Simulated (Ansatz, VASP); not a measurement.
## BaTiO3: VASP beside Ansatz

```
Ba Ti O
1.0
     4.01925    0.00000    0.00000
     0.00000    4.01925    0.00000
     0.00000    0.00000    4.01925
Ba Ti O
1 1 3
Direct
  0.50000 0.50000 0.50000
  0.00000 0.00000 0.00000
  0.50000 0.00000 0.00000
  0.00000 0.50000 0.00000
  0.00000 0.00000 0.50000
```

Alike in both runs: functional PBE; k mesh 8 × 8 × 8; occupations gaussian, width 0.02 eV; no spin polarisation.

Ansatz relaxed the structure, and its values are those at the end. VASP's run is a single point on that final structure, the one shown.

```csv
,VASP,Ansatz
version,VASP 6.6.1,Ansatz 0.2.0
potentials or method,"VASP PAW PBE potentials, release 64 (Ba_sv, Ti_sv, O), cutoff 520 eV","scalar-relativistic, plane waves, PAW"
valence electrons in the cell,40,40
```

```csv
,VASP,Ansatz,Ansatz less VASP
gap on the k mesh at the Fermi level (eV),1.72,1.78,+0.065
least direct gap on the mesh (eV),1.88,1.90,+0.026
pressure (GPa),1.7,0.0,-1.72
```

Spin-orbit coupling is off throughout.
